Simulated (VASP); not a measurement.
# As (R-3m) in VASP: further runs

The runs below take As through single point, with RPBE, r2SCAN+rVV10, HSE06.

All numbers are computed with VASP 6.6.1; they aren't measurements. Logs are shortened: lines on timing, memory, paths and dates and some standing lists are left out, and cuts for length are marked.

## (1) The cell of the first run

It takes space group R-3m (No. 166, trigonal). The conventional cell has a = 3.762 Å, b = 3.762 Å, c = 10.542 Å, α = 90.00°, β = 90.00°, γ = 120.00°. Within 3.3 Å of As (site symmetry 3m) lie 6 As at 2.51 to 3.14 Å.

## (2) Single point, RPBE

File INCAR:

```
SYSTEM = As
PREC = Accurate
ENCUT = 500
EDIFF = 1E-6
ISMEAR = -1
SIGMA = 0.1
LREAL = .FALSE.
LASPH = .TRUE.
NELM = 120
ALGO = Normal
ISIF = 2
LWAVE = .FALSE.
LCHARG = .TRUE.
GGA = RP
LELF = .TRUE.
LVHAR = .TRUE.
NBANDS = 12
GGA_COMPAT = .FALSE.
```

File KPOINTS:

```
Automatic mesh
0
G
  9 9 9
  0 0 0
```

File POSCAR:

```
As
1.0
    1.8807969000      1.0858785965      3.5140619933
   -1.8807969000      1.0858785965      3.5140619933
    0.0000000000     -2.1717571930      3.5140619933
As
2
Direct
    0.2260000000      0.2260000000      0.2260000000
    0.7740000000      0.7740000000      0.7740000000
```

Potentials or basis: VASP PAW PBE potentials, release 64 (As).

Started as:

```bash
$ cat potpaw_PBE.64/As/POTCAR > POTCAR
$ mpirun -np 1 vasp_std > vasp.out
```

OUTCAR:

```text
SYSTEM = As
   PREC = Accurate
   ENCUT = 500
   EDIFF = 1E-6
   ISMEAR = -1
   LREAL = .FALSE.
   LASPH = .TRUE.
   NELM = 120
   ISIF = 2
   GGA = RP

 ion  position               nearest neighbor table
   1  0.226  0.226  0.226-   2 2.51   2 2.51   2 2.51
   2  0.774  0.774  0.774-   1 2.51   1 2.51   1 2.51

  LATTYP: Found a trigonal (rhomboedric) cell.
 ALAT       =     4.1309999998
 COS(alpha) =     0.5854247165

  Lattice vectors:

 A1 = (   1.8807969000,   1.0858785965,   3.5140619933)
 A2 = (  -1.8807969000,   1.0858785965,   3.5140619933)
 A3 = (   0.0000000000,  -2.1717571930,   3.5140619933)

Analysis of symmetry for initial positions (statically):
=====================================================================
 Subroutine PRICEL returns:
 Original cell was already a primitive cell.

 Routine SETGRP: Setting up the symmetry group for a
 trigonal (rhombohedral) supercell.

 Subroutine GETGRP returns: Found 12 space group operations
 (whereof 12 operations were pure point group operations)
 out of a pool of 12 trial point group operations.

The static configuration has the point symmetry D_3d.

Analysis of symmetry for dynamics (positions and initial velocities):
=====================================================================
 Subroutine PRICEL returns:
 Original cell was already a primitive cell.

 Routine SETGRP: Setting up the symmetry group for a
 trigonal (rhombohedral) supercell.

 Subroutine GETGRP returns: Found 12 space group operations
 (whereof 12 operations were pure point group operations)
 out of a pool of 12 trial point group operations.

The dynamic configuration has the point symmetry D_3d.

 Subroutine INISYM returns: Found 12 space group operations
 (whereof 12 operations are pure point group operations),
 and found     1 'primitive' translations

----------------------------------------------------------------------------------------

                                     Primitive cell

  volume of cell :      43.0610

  direct lattice vectors                    reciprocal lattice vectors
     1.880796900  1.085878596  3.514061993     0.265844760  0.153485544  0.094856987
    -1.880796900  1.085878596  3.514061993    -0.265844760  0.153485544  0.094856987
     0.000000000 -2.171757193  3.514061993     0.000000000 -0.306971087  0.094856987

  length of vectors
     4.131000000  4.131000000  4.131000000     0.321292851  0.321292851  0.321292851

  position of ions in fractional coordinates (direct lattice)
     0.226000000  0.226000000  0.226000000
     0.774000000  0.774000000  0.774000000

  ion indices of the primitive-cell ions
   primitive index   ion index
                 1           1
                 2           2

----------------------------------------------------------------------------------------

 KPOINTS: Automatic mesh

Automatic generation of k-mesh.
 Grid dimensions read from file:
 generate k-points for:    9    9    9

 Generating k-lattice:

  Cartesian coordinates                     Fractional coordinates (reciprocal lattice)
     0.029538307  0.017053949  0.010539665     0.111111111  0.000000000  0.000000000
    -0.029538307  0.017053949  0.010539665     0.000000000  0.111111111  0.000000000
     0.000000000 -0.034107899  0.010539665     0.000000000  0.000000000  0.111111111

  Length of vectors
     0.035699206  0.035699206  0.035699206

  Shift w.r.t. Gamma in fractional coordinates (k-lattice)
     0.000000000  0.000000000  0.000000000

 Subroutine IBZKPT returns following result:
 ===========================================

 Found     85 irreducible k-points:

 Following reciprocal coordinates:
            Coordinates               Weight
  0.000000  0.000000  0.000000      1.000000
  0.111111 -0.000000  0.000000      6.000000
  0.222222  0.000000  0.000000      6.000000
  0.333333  0.000000  0.000000      6.000000
  0.444444  0.000000  0.000000      6.000000
  0.111111  0.111111  0.000000      6.000000
[... 16 lines left out ...]
 -0.333333  0.333333  0.000000      6.000000
  0.444444  0.444444  0.000000      6.000000
 [... further k-points ...]
   k-points           NKPTS =     85   k-points in BZ     NKDIM =     85   number of bands    NBANDS=     12
   number of dos      NEDOS =    301   number of ions     NIONS =      2
   total plane-waves  NPLWV =  27000
   dimension x,y,z NGX =    30 NGY =   30 NGZ =   30
   dimension x,y,z NGXF=    60 NGYF=   60 NGZF=   60
   ions per type =               2
   NGX,Y,Z   is equivalent  to a cutoff of  12.07, 12.07, 12.07 a.u.
   NGXF,Y,Z  is equivalent  to a cutoff of  24.15, 24.15, 24.15 a.u.
 SYSTEM =  As
   PREC   = accura    normal or accurate (medium, high low for compatibility)
   ISTART =      0    job   : 0-new  1-cont  2-samecut
   ICHARG =      2    charge: 1-file 2-atom 10-const
   ISPIN  =      1    spin polarized calculation?
   LNONCOLLINEAR =      F non collinear calculations
   LSORBIT =      F    spin-orbit coupling
   LASPH  =      T    aspherical Exc in radial PAW
   ENCUT  =  500.0 eV  36.75 Ry    6.06 a.u.   7.53  7.53  7.53*2*pi/ulx,y,z
   NELM   =    120;   NELMIN=  2; NELMDL= -5     # of ELM steps
   EDIFF  = 0.1E-05   stopping-criterion for ELM
   LREAL  =      F    real-space projection
   EDIFFG = 0.1E-04   stopping-criterion for IOM
   NSW    =      0    number of steps for IOM
   IBRION =     -1    ionic relax: 0-MD 1-quasi-New 2-CG
   NFREE  =      0    steps in history (QN), initial steepest desc. (CG)
   ISIF   =      2    stress and relaxation
   ISYM   =      2    0-nonsym 1-usesym 2-fastsym
   POTIM  = 0.5000    time-step for ionic-motion
   TEBEG  =    0.0;   TEEND  =   0.0 temperature during run
   PSTRESS=    0.0 pullay stress
   NELECT =      10.0000    total number of electrons
   NUPDOWN=      -1.0000    fix difference up-down
   EMIN   =  10.00;   EMAX   =-10.00  energy-range for DOS
   EFERMI =   0.00;   METHOD = LEGACY
   ISMEAR =    -1;   SIGMA  =   0.10  broadening in eV -4-tet -1-fermi 0-gaus
   EFERMI_NEDOS =   21; number of points for ismear=-14 and -15
   IALGO  =     38    algorithm
   IMIX   =      4    mixing-type and parameters
     AMIX     =   0.40;   BMIX     =  1.00
     AMIX_MAG =   1.60;   BMIX_MAG =  1.00
  volume/ion in A,a.u.               =      21.53       145.29
  Fermi-wavevector in a.u.,A,eV,Ry     =   1.006268  1.901570 13.776916  1.012575
  Thomas-Fermi vector in A             =   2.138999
   LORBIT       =      0    0 simple, 1 ext, 2 COOP (PROOUT), +10 PAW based schemes
   GGA     = RP    functional components
   LHFCALC =     F    Hartree Fock is set to
   AEXX    =    0.0000 exact exchange contribution
   IVDW    =     0    specifies the selected vdW correction
   LEPSILON=     F    determine dielectric tensor
   LRPA    =     F    only Hartree local field effects (RPA)
 non-spin polarized calculation
  energy-cutoff  :      500.00
  volume of cell :       43.06
 maximum number of plane-waves:      1111
 NGX is ok and might be reduce to    30
   NGX = 15   NGY = 15   NGZ = 15

 number of electron      10.0000000 magnetization

 Free energy of the ion-electron system (eV)
  ---------------------------------------------------
  ext. energy  EPLUGINS =         0.00000000
  ---------------------------------------------------
  free energy    TOTEN  =        -8.56984946 eV

  energy without entropy =       -8.56408593  energy(sigma->0) =       -8.56696770

 E-fermi :   5.6371     XC(G=0):  -9.8864

 val. band max:        5.6269780006   @ k =   0.4444   0.3333   0.3333
 cond. band min:       5.8200604622   @ k =   0.4444   0.1111   0.1111
 fundamental gap:      0.1930824616
 Fermi energy:         5.6371281187

 k-point     1 :       0.0000    0.0000    0.0000
  band No.  band energies     occupation
      1      -9.4905      2.00000
      2      -0.1711      2.00000
      3       3.0879      2.00000
      4       3.5100      2.00000
      5       3.5100      2.00000
      6       7.1567      0.00000
      7       8.4678      0.00000
      8       8.4678      0.00000
      9      12.4465      0.00000
     10      12.4465      0.00000
     11      12.9909      0.00000
     12      14.3231      0.00000

 k-point     2 :       0.1111   -0.0000    0.0000
  band No.  band energies     occupation
      1      -9.3251      2.00000
      2      -0.7537      2.00000
      3       3.0809      2.00000
      4       3.3829      2.00000
      5       3.5093      2.00000
      6       7.4410      0.00000
      7       8.1885      0.00000
      8       8.3595      0.00000
      9      11.5294      0.00000
     10      12.2773      0.00000
     11      12.2921      0.00000
     12      15.3924      0.00000

 k-point     3 :       0.2222    0.0000    0.0000
  band No.  band energies     occupation
      1      -8.8340      2.00000
      2      -2.1220      2.00000
      3       2.8149      2.00000
      4       3.1029      2.00000
      5       3.9521      2.00000
      6       6.9823      0.00000
      7       7.7701      0.00000
      8       7.9231      0.00000
      9      11.4898      0.00000
     10      12.0920      0.00000
     11      12.9169      0.00000
     12      17.4170      0.00000
[... 286 lines left out ...]
 k-point    23 :      -0.3333    0.3333    0.0000
  band No.  band energies     occupation
      1      -5.8139      2.00000
      2      -5.6535      2.00000
      3      -0.4265      2.00000
      4       2.3399      2.00000
      5       2.3747      2.00000
      6       8.1844      0.00000
      7       8.2942      0.00000
      8      11.4498      0.00000
      9      12.1007      0.00000
     10      13.4603      0.00000
     11      15.6502      0.00000
     12      18.1534      0.00000

 k-point    24 :       0.4444    0.4444    0.0000
  band No.  band energies     occupation
      1      -6.9048      2.00000
      2      -3.9913      2.00000
      3      -0.2509      2.00000
      4       1.4525      2.00000
      5       1.4765      2.00000
      6       7.0529      0.00000
      7      10.9739      0.00000
      8      12.3705      0.00000
      9      12.4702      0.00000
     10      16.0013      0.00000
     11      17.0670      0.00000
     12      18.4119      0.00000

 [... further k-points ...]

------------------------ aborting loop because EDIFF is reached ----------------------------------------

  FORCE on cell =-STRESS in cart. coord.  units (eV):
  Direction    XX          YY          ZZ          XY          YZ          ZX
  --------------------------------------------------------------------------------------
  -------------------------------------------------------------------------------------
  Total        1.6007966      1.6007966      1.4116895     -0.0000000      0.0000000      0.0000000
  in kB       59.5611259     59.5611259     52.5249831     -0.0000000      0.0000000      0.0000000
  external PRESSURE =      57.2157450 kB  Pullay stress =       0.0000000 kB

 VOLUME and BASIS-vectors are now :
 -----------------------------------------------------------------------------
  energy-cutoff  :      500.00
  volume of cell :       43.06
      direct lattice vectors                 reciprocal lattice vectors
     1.880796900  1.085878596  3.514061993     0.265844760  0.153485544  0.094856987
    -1.880796900  1.085878596  3.514061993    -0.265844760  0.153485544  0.094856987
     0.000000000 -2.171757193  3.514061993     0.000000000 -0.306971087  0.094856987

 POSITION                                       TOTAL-FORCE (eV/Angst)
 -----------------------------------------------------------------------------------
      0.00000      0.00000      2.38253         0.000000      0.000000      0.516024
      0.00000      0.00000      8.15965         0.000000      0.000000     -0.516024
 -----------------------------------------------------------------------------------
    total drift:                                0.000000     -0.000000      0.000000

  FREE ENERGIE OF THE ION-ELECTRON SYSTEM (eV)
  ---------------------------------------------------
  free  energy   TOTEN  =        -8.5698494640 eV

  energy  without entropy=       -8.5640859270  energy(sigma->0) =       -8.56696770
```

Run time: 34 s. Hardware: 1 thread of Intel Xeon Platinum 8259CL at 2.50GHz (Skylake/Cascade Lake), shared host; peak memory 0.18 GiB.

Results:

```yaml
Free_energy: -8.5698 eV
Pressure: 5.7 GPa
Largest_force: 0.516 eV/Å
Band_gap_on_the_k_mesh: zero (bands 5 and 6 overlap by 0.10 eV)
```

Forces on the atoms (eV/Å):
```
As   0.000  0.000  0.516
As   0.000  0.000 -0.516
```

Levels at points of the mesh, in eV from the Fermi level:
```
           k point  band 1  band 2  band 3  band 4  band 5  band 6  band 7  band 8  band 9  band 10
(0.00, 0.00, 0.00)  -15.13   -5.81   -2.55   -2.13   -2.13    1.52    2.83    2.83    6.81     6.81
```

Caveat: the cell stands under pressure; the PAW data sets were made with another functional, which shifts forces and pressure a little.

[end of part 1 of 2]
